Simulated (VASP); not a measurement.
# MgO (P6_3/mmc) in VASP: single point with r2SCAN

Aim: the single point of MgO with r2SCAN.

Program: VASP 6.6.1. These are calculated values, not measurements. Logs are shortened: lines on timing, memory, paths and dates and some standing lists are left out, and cuts for length are marked.

### 1 The cell of the first run

The structure is hexagonal, space group P6_3/mmc (No. 194). The conventional cell has a = 3.486 Å, b = 3.486 Å, c = 4.178 Å, α = 90.00°, β = 90.00°, γ = 120.00°. Within 2.7 Å of Mg (site symmetry -6m2) lie 5 O at 2.01 to 2.09 Å. Within 2.7 Å of O (site symmetry -6m2) lie 5 Mg at 2.01 to 2.09 Å.

### 2 Single point, r2SCAN

POSCAR

```
MgO
1.0
    3.4863778627      0.0000000000      0.0000000000
   -1.7431889314      3.0192917963      0.0000000000
    0.0000000000      0.0000000000      4.1780412200
Mg O
2 2
Direct
    0.6666666667      0.3333333333      0.7500000000
    0.3333333333      0.6666666667      0.2500000000
    0.6666666667      0.3333333333      0.2500000000
    0.3333333333      0.6666666667      0.7500000000
```

INCAR.step1

```
SYSTEM = MgO
PREC = Accurate
ENCUT = 520
ISMEAR = 1
SIGMA = 0.02
LREAL = .False.
LASPH = .True.
NELM = 80
NBANDS = 16
GGA = PE
ALGO = Normal
EDIFF = 1E-4
LWAVE = .True.
LCHARG = .False.
```

INCAR.step2

```
SYSTEM = MgO
PREC = Accurate
ENCUT = 520
EDIFF = 1E-6
ISMEAR = 1
SIGMA = 0.02
LREAL = .False.
LASPH = .True.
NELM = 80
ALGO = Normal
ISIF = 2
LWAVE = .False.
LCHARG = .False.
METAGGA = R2SCAN
LMIXTAU = .True.
NBANDS = 16
ISTART = 1
```

KPOINTS

```
regular mesh
0
Gamma
  6 6 6
  0 0 0
```

Potentials or basis: VASP PAW PBE potentials, release 64 (Mg, O).

Started as:

```bash
cat potpaw_PBE.64/Mg/POTCAR potpaw_PBE.64/O/POTCAR > POTCAR
cp INCAR.step1 INCAR
mpirun -np 1 vasp_std > vasp.out
cp INCAR.step2 INCAR
mpirun -np 1 vasp_std > vasp.out
```

OUTCAR:

```text
SYSTEM = MgO
   PREC = Accurate
   ENCUT = 520
   EDIFF = 1E-6
   ISMEAR = 1
   LREAL = .False.
   LASPH = .True.
   NELM = 80
   ISIF = 2
   METAGGA = R2SCAN
   ISTART = 1

 ion  position               nearest neighbor table
   1  0.667  0.333  0.750-   4 2.01   4 2.01   4 2.01   3 2.09   3 2.09   2 2.90   2 2.90   2 2.90
                             2 2.90   2 2.90   2 2.90
   2  0.333  0.667  0.250-   3 2.01   3 2.01   3 2.01   4 2.09   4 2.09   1 2.90   1 2.90   1 2.90
                             1 2.90   1 2.90   1 2.90
   3  0.667  0.333  0.250-   2 2.01   2 2.01   2 2.01   1 2.09   1 2.09
   4  0.333  0.667  0.750-   1 2.01   1 2.01   1 2.01   2 2.09   2 2.09

  LATTYP: Found a hexagonal cell.
 ALAT       =     3.4863778627
 C/A-ratio  =     1.1983902447

  Lattice vectors:

 A1 = (   3.4863778627,   0.0000000000,   0.0000000000)
 A2 = (  -1.7431889314,   3.0192917963,   0.0000000000)
 A3 = (   0.0000000000,   0.0000000000,   4.1780412200)

Analysis of symmetry for initial positions (statically):
=====================================================================
 Subroutine PRICEL returns:
 Original cell was already a primitive cell.

 Routine SETGRP: Setting up the symmetry group for a
 hexagonal supercell.

 Subroutine GETGRP returns: Found 24 space group operations
 (whereof 12 operations were pure point group operations)
 out of a pool of 24 trial point group operations.

The static configuration has the point symmetry D_3d.
 The point group associated with its full space group is D_6h.

Analysis of symmetry for dynamics (positions and initial velocities):
=====================================================================
 Subroutine PRICEL returns:
 Original cell was already a primitive cell.

 Routine SETGRP: Setting up the symmetry group for a
 hexagonal supercell.

 Subroutine GETGRP returns: Found 24 space group operations
 (whereof 12 operations were pure point group operations)
 out of a pool of 24 trial point group operations.

The dynamic configuration has the point symmetry D_3d.
 The point group associated with its full space group is D_6h.

 Subroutine INISYM returns: Found 24 space group operations
 (whereof 12 operations are pure point group operations),
 and found     1 'primitive' translations

----------------------------------------------------------------------------------------

                                     Primitive cell

  volume of cell :      43.9797

  direct lattice vectors                    reciprocal lattice vectors
     3.486377863  0.000000000  0.000000000     0.286830642  0.165601748  0.000000000
    -1.743188931  3.019291796  0.000000000     0.000000000  0.331203497  0.000000000
     0.000000000  0.000000000  4.178041220     0.000000000  0.000000000  0.239346609

  length of vectors
     3.486377863  3.486377863  4.178041220     0.331203497  0.331203497  0.239346609

  position of ions in fractional coordinates (direct lattice)
     0.666666667  0.333333333  0.750000000
     0.333333333  0.666666667  0.250000000
     0.666666667  0.333333333  0.250000000
     0.333333333  0.666666667  0.750000000

  ion indices of the primitive-cell ions
   primitive index   ion index
                 1           1
                 2           2
                 3           3
                 4           4

----------------------------------------------------------------------------------------

 KPOINTS: regular mesh

Automatic generation of k-mesh.
 Grid dimensions read from file:
 generate k-points for:    6    6    6

 Generating k-lattice:

  Cartesian coordinates                     Fractional coordinates (reciprocal lattice)
     0.047805107  0.027600291  0.000000000     0.166666667  0.000000000  0.000000000
     0.000000000  0.055200583  0.000000000     0.000000000  0.166666667  0.000000000
     0.000000000  0.000000000  0.039891102     0.000000000  0.000000000  0.166666667

  Length of vectors
     0.055200583  0.055200583  0.039891102

  Shift w.r.t. Gamma in fractional coordinates (k-lattice)
     0.000000000  0.000000000  0.000000000

 Subroutine IBZKPT returns following result:
 ===========================================

 Found     28 irreducible k-points:

 Following reciprocal coordinates:
            Coordinates               Weight
  0.000000  0.000000  0.000000      1.000000
  0.166667 -0.000000  0.000000      6.000000
  0.333333 -0.000000  0.000000      6.000000
  0.500000 -0.000000  0.000000      3.000000
  0.166667  0.166667  0.000000      6.000000
  0.333333  0.166667  0.000000     12.000000
[... 16 lines left out ...]
  0.166667 -0.000000  0.500000      6.000000
  0.333333 -0.000000  0.500000      6.000000
 [... further k-points ...]
   k-points           NKPTS =     28   k-points in BZ     NKDIM =     28   number of bands    NBANDS=     16
   number of dos      NEDOS =    301   number of ions     NIONS =      4
   total plane-waves  NPLWV =  25088
   dimension x,y,z NGX =    28 NGY =   28 NGZ =   32
   dimension x,y,z NGXF=    56 NGYF=   56 NGZF=   64
   ions per type =               2   2
   NGX,Y,Z   is equivalent  to a cutoff of  13.35, 13.35, 12.73 a.u.
   NGXF,Y,Z  is equivalent  to a cutoff of  26.70, 26.70, 25.47 a.u.
 SYSTEM =  MgO
   PREC   = accura    normal or accurate (medium, high low for compatibility)
   ISTART =      1    job   : 0-new  1-cont  2-samecut
   ICHARG =      0    charge: 1-file 2-atom 10-const
   ISPIN  =      1    spin polarized calculation?
   LNONCOLLINEAR =      F non collinear calculations
   LSORBIT =      F    spin-orbit coupling
   LASPH  =      T    aspherical Exc in radial PAW
   ENCUT  =  520.0 eV  38.22 Ry    6.18 a.u.   6.48  6.48  7.77*2*pi/ulx,y,z
   NELM   =     80;   NELMIN=  2; NELMDL=  0     # of ELM steps
   EDIFF  = 0.1E-05   stopping-criterion for ELM
   LREAL  =      F    real-space projection
   EDIFFG = 0.1E-04   stopping-criterion for IOM
   NSW    =      0    number of steps for IOM
   IBRION =     -1    ionic relax: 0-MD 1-quasi-New 2-CG
   NFREE  =      0    steps in history (QN), initial steepest desc. (CG)
   ISIF   =      2    stress and relaxation
   ISYM   =      2    0-nonsym 1-usesym 2-fastsym
   POTIM  = 0.5000    time-step for ionic-motion
   TEBEG  =    0.0;   TEEND  =   0.0 temperature during run
   PSTRESS=    0.0 pullay stress
   NELECT =      16.0000    total number of electrons
   NUPDOWN=      -1.0000    fix difference up-down
   EMIN   =  10.00;   EMAX   =-10.00  energy-range for DOS
   EFERMI =   0.00;   METHOD = LEGACY
   ISMEAR =     1;   SIGMA  =   0.02  broadening in eV -4-tet -1-fermi 0-gaus
   EFERMI_NEDOS =   21; number of points for ismear=-14 and -15
   IALGO  =     38    algorithm
   IMIX   =      4    mixing-type and parameters
     AMIX     =   0.40;   BMIX     =  1.00
     AMIX_MAG =   1.60;   BMIX_MAG =  1.00
  volume/ion in A,a.u.               =      10.99        74.20
  Fermi-wavevector in a.u.,A,eV,Ry     =   1.168685  2.208494 18.583167  1.365824
  Thomas-Fermi vector in A             =   2.305168
   LORBIT       =      0    0 simple, 1 ext, 2 COOP (PROOUT), +10 PAW based schemes
   METAGGA = R2SCAN    functional components
   LHFCALC =     F    Hartree Fock is set to
   AEXX    =    0.0000 exact exchange contribution
   IVDW    =     0    specifies the selected vdW correction
   LEPSILON=     F    determine dielectric tensor
   LRPA    =     F    only Hartree local field effects (RPA)
 non-spin polarized calculation
 Methfessel and Paxton  Order N= 1 SIGMA  =   0.02
  energy-cutoff  :      520.00
  volume of cell :       43.98
 maximum number of plane-waves:      1204
 NGX is ok and might be reduce to    28
   NGX = 13   NGY = 13   NGZ = 15

 number of electron      15.9999999 magnetization

 Free energy of the ion-electron system (eV)
  ---------------------------------------------------
  ext. energy  EPLUGINS =         0.00000000
  ---------------------------------------------------
  free energy    TOTEN  =       -32.06987720 eV

  energy without entropy =      -32.06988256  energy(sigma->0) =      -32.06987898

 E-fermi :   1.6111     XC(G=0): -10.5623

 val. band max:        1.5942341732   @ k =   0.0000   0.0000   0.0000
 cond. band min:       5.6786152405   @ k =   0.0000   0.0000   0.0000
 fundamental gap:      4.0843810674
 Fermi energy:         1.6110718185

 k-point     1 :       0.0000    0.0000    0.0000
  band No.  band energies     occupation
      1     -16.2970      2.00000
      2     -14.9287      2.00000
      3      -2.0803      2.00000
      4      -0.1736      2.00000
      5      -0.1736      2.00000
      6       0.7636      2.00000
[... 8 lines left out ...]
     15      18.3049      0.00000
     16      18.4078      0.00000

 k-point     2 :       0.1667   -0.0000    0.0000
  band No.  band energies     occupation
      1     -16.1674      2.00000
      2     -14.9548      2.00000
      3      -1.8646      2.00000
      4      -0.6076      2.00000
      5      -0.3683      2.00000
      6       0.2619      2.00000
[... 8 lines left out ...]
     15      17.3282      0.00000
     16      17.5017      0.00000

 k-point     3 :       0.3333   -0.0000    0.0000
  band No.  band energies     occupation
      1     -15.8519      2.00000
      2     -15.0581      2.00000
      3      -1.5472      2.00000
      4      -1.2921      2.00000
      5      -0.6637      2.00000
      6      -0.2059      2.00000
[... 8 lines left out ...]
     15      16.7362      0.00000
     16      17.4121      0.00000

 k-point     4 :       0.5000   -0.0000    0.0000
  band No.  band energies     occupation
      1     -15.6190      2.00000
      2     -15.1828      2.00000
      3      -1.9728      2.00000
      4      -0.8015      2.00000
      5      -0.7870      2.00000
      6      -0.3619      2.00000
[... 8 lines left out ...]
     15      17.3661      0.00000
     16      17.5520      0.00000
[... 324 lines left out ...]
 k-point    22 :       0.0000    0.0000    0.5000
  band No.  band energies     occupation
      1     -15.6132      2.00000
      2     -15.6132      2.00000
      3      -0.8204      2.00000
      4      -0.8204      2.00000
      5       0.2762      2.00000
      6       0.2762      2.00000
[... 8 lines left out ...]
     15      18.5824      0.00000
     16      18.5824      0.00000

 k-point    23 :       0.1667   -0.0000    0.5000
  band No.  band energies     occupation
      1     -15.5468      2.00000
      2     -15.5468      2.00000
      3      -1.3145      2.00000
      4      -1.3145      2.00000
      5       0.2132      2.00000
      6       0.2132      2.00000
[... 8 lines left out ...]
     15      18.2912      0.00000
     16      18.2912      0.00000

 k-point    24 :       0.3333   -0.0000    0.5000
  band No.  band energies     occupation
      1     -15.4107      2.00000
      2     -15.4107      2.00000
      3      -2.0037      2.00000
      4      -2.0037      2.00000
      5       0.0916      2.00000
      6       0.0916      2.00000
[... 8 lines left out ...]
     15      17.6049      0.00000
     16      17.6049      0.00000

 [... further k-points ...]
[... 5 lines left out ...]
  --------------------------------------------------------------------------------------
  -------------------------------------------------------------------------------------
  Total       -0.2046158     -0.2046158     -0.1614462      0.0000000      0.0000000      0.0000000
  in kB       -7.4541389     -7.4541389     -5.8814733      0.0000000      0.0000000      0.0000000
  external PRESSURE =      -6.9299170 kB  Pullay stress =       0.0000000 kB

 VOLUME and BASIS-vectors are now :
 -----------------------------------------------------------------------------
  energy-cutoff  :      520.00
  volume of cell :       43.98
      direct lattice vectors                 reciprocal lattice vectors
     3.486377863  0.000000000  0.000000000     0.286830642  0.165601748  0.000000000
    -1.743188931  3.019291796  0.000000000     0.000000000  0.331203497  0.000000000
     0.000000000  0.000000000  4.178041220     0.000000000  0.000000000  0.239346609

 POSITION                                       TOTAL-FORCE (eV/Angst)
 -----------------------------------------------------------------------------------
      1.74319      1.00643      3.13353        -0.000000     -0.000000     -0.000000
     -0.00000      2.01286      1.04451         0.000000      0.000000     -0.000000
      1.74319      1.00643      1.04451        -0.000000      0.000000      0.000000
     -0.00000      2.01286      3.13353         0.000000     -0.000000      0.000000
 -----------------------------------------------------------------------------------
    total drift:                               -0.000000      0.000000     -0.000000

  FREE ENERGIE OF THE ION-ELECTRON SYSTEM (eV)
  ---------------------------------------------------
  free  energy   TOTEN  =       -32.0698771955 eV

  energy  without entropy=      -32.0698825639  energy(sigma->0) =      -32.06987898
```

It took 83 s on 1 thread of AMD EPYC 9R45 (Zen 5), shared host; peak memory 0.14 GiB.

What came out:

| Item | Value |
| --- | --- |
| Free energy | -32.0699 eV |
| Pressure | -0.7 GPa |
| Band gap on the k mesh | 4.08 eV, direct |

Stress tensor (GPa, compression positive):
```
-0.75  0.00  0.00
 0.00 -0.75  0.00
 0.00  0.00 -0.59
```

Levels at points of the mesh, in eV from the valence-band top:
```
           k point  band 6  band 7  band 8  band 9  band 10  band 11
(0.00, 0.00, 0.00)   -0.83   -0.83    0.00    4.08    10.40    13.19
(0.50, 0.00, 0.00)   -1.96   -1.30   -0.53    7.66    10.02    10.64
(0.00, 0.00, 0.50)   -1.32   -1.32   -1.32    7.14     7.14    13.83
(0.50, 0.00, 0.50)   -1.56   -0.83   -0.83    8.03     8.03    13.03
```

Caveat: the PAW data sets were made with another functional, which shifts forces and pressure a little.
